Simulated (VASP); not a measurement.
**Ge: single point with PBE**

Ge:

```
Ge
1.0
     2.70404    0.00000    0.00000
     0.00000    2.70404    0.00000
     0.00000    0.00000    2.70404
Ge
1
Direct
  0.00000 0.00000 0.00000
```

| Quantity | Value |
| --- | --- |
| Program | VASP 6.6.1 |
| Task | single point |
| Functional | PBE |
| Potentials or basis | VASP PAW PBE potentials, release 64 (Ge_d) |
| Cutoff | 520 eV |
| k mesh | 10 × 10 × 10 |
| Occupations | fermi-dirac, width 0.05 eV |
| Spin | no spin polarisation |
| Dipole correction | no |
| Further INCAR settings | ALGO = Normal; EDIFF = 1e-06; NBANDS = 13 |

* Pressure: -0.1 GPa
* Band gap on the k mesh: zero (band 7 reaches 12.62 eV, above the bottom of band 8 at 3.45 eV)

Levels at points of the mesh, in eV from the Fermi level:
| k point | band 3 | band 4 | band 5 | band 6 | band 7 | band 8 | band 9 | band 10 | band 11 | band 12 |
| --- | --- | --- | --- | --- | --- | --- | --- | --- | --- | --- |
| (0.00, 0.00, 0.00) | -24.44 | -24.44 | -24.44 | -12.79 | 6.62 | 6.62 | 6.62 | 10.04 | 10.04 | 12.51 |
| (0.50, 0.00, 0.00) | -24.50 | -24.49 | -24.43 | -9.05 | -5.62 | 9.50 | 9.50 | 13.27 | 15.24 | 16.35 |
| (0.50, 0.50, 0.00) | -24.50 | -24.50 | -24.36 | -5.08 | -2.55 | -2.55 | 3.17 | 12.32 | 19.39 | 19.39 |
| (0.50, 0.50, 0.50) | -24.58 | -24.36 | -24.36 | -0.49 | 0.33 | 0.33 | 0.33 | 6.89 | 6.89 | 6.89 |

Wall time 5 s on 1 thread of Intel(R) Xeon(R) Platinum 8488C (Sapphire Rapids), on a shared host, peak memory 0.12 GiB.
